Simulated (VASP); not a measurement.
Crystal: ZnO.

```
Zn O
1.0
     2.24284    0.00000    0.00000
     0.00000    2.24284    0.00000
     0.00000    0.00000    2.24284
Zn O
1 1
Direct
  0.00000 0.00000 0.00000
  0.50000 0.50000 0.50000
```

* Program: VASP 6.6.1
* Task: relaxation of cell and atoms
* Functional: PBE
* Potentials or basis: VASP PAW PBE potentials, release 64 (Zn, O)
* Cutoff: 600 eV
* k mesh: 10 × 10 × 10
* Occupations: fermi-dirac, width 0.02 eV
* Spin: no spin polarisation

At the start: pressure 309.1 GPa; volume 5.64 Å³/atom.

Q: How do energy, volume and symmetry change on relaxing?

A: Over 8 steps the energy falls by 2361.3 meV/atom and the volume is 9.56 Å³/atom (+69.5 %); space group Pm-3m (No. 221, to 0.05 Å).

The path:
```tsv
step	energy change (eV)	largest force (eV/Å)	pressure (GPa)	volume (Å³)
1	0.0000	0.0000	309.10	11.28
2	0.6093	0.0000	-59.67	40.02
3	-4.6190	0.0000	-15.99	21.04
4	-4.6987	0.0000	-8.30	20.01
5	-4.7225	0.0000	0.33	19.09
6	-4.7218	0.0000	-1.53	19.28
7	-4.7224	0.0000	0.72	19.05
8	-4.7225	0.0000	0.05	19.12
```

Final structure:
```
Zn O
1.0
     2.67410    0.00000    0.00000
     0.00000    2.67410    0.00000
     0.00000    0.00000    2.67410
Zn O
1 1
Direct
  0.00000 0.00000 0.00000
  0.50000 0.50000 0.50000
```

Caveat: the volume moved by over 15 % at a fixed basis, so the end points are rough.
